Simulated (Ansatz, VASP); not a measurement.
# Two plane-wave programs on Ga4SbAs3

```
Ga Sb As
1.0
     0.00000    5.76390    5.76390
     5.76390    0.00000    5.76390
     5.76390    5.76390    0.00000
Ga Sb As
8 2 6
Direct
  0.99583 0.99583 0.99583
  0.99583 0.99583 0.51251
  0.99583 0.51251 0.99583
  0.01251 0.49583 0.49583
  0.51251 0.99583 0.99583
  0.49583 0.01251 0.49583
  0.49583 0.49583 0.01251
  0.49583 0.49583 0.49583
  0.12500 0.12500 0.12500
  0.62500 0.62500 0.62500
  0.12500 0.12500 0.62500
  0.12500 0.62500 0.12500
  0.12500 0.62500 0.62500
  0.62500 0.12500 0.12500
  0.62500 0.12500 0.62500
  0.62500 0.62500 0.12500
```

Alike in both runs: functional PBEsol; k mesh 3 × 3 × 3; occupations gaussian, width 0.01 eV; no spin polarisation.

Ansatz relaxed the structure, and its values are those at the end. VASP's run is a single point on that final structure, the one shown.

```csv
,VASP,Ansatz
version,VASP 6.6.1,Ansatz 0.2.0
potentials or method,"VASP PAW PBE potentials, release 64 (Ga_d, Sb, As)","scalar-relativistic, plane waves, PAW"
plane-wave cutoff (eV),520,420
valence electrons in the cell,144,224
```

Ansatz gave:

| Quantity | Value |
| --- | --- |
| pressure (GPa) | 0.4 |

What did VASP give for the same quantities?

Pressure (GPa): 0.5.

VASP's potentials were made for PBE, not for PBEsol. The functional is the same, so the differences come from potentials, cutoffs and numerics. VASP's potentials hold 144 valence electrons a cell and Ansatz's 224, so a difference there can come from the potentials and not from the codes. Ansatz's warnings: stress scf threshold loose.

Spin-orbit coupling is off throughout.
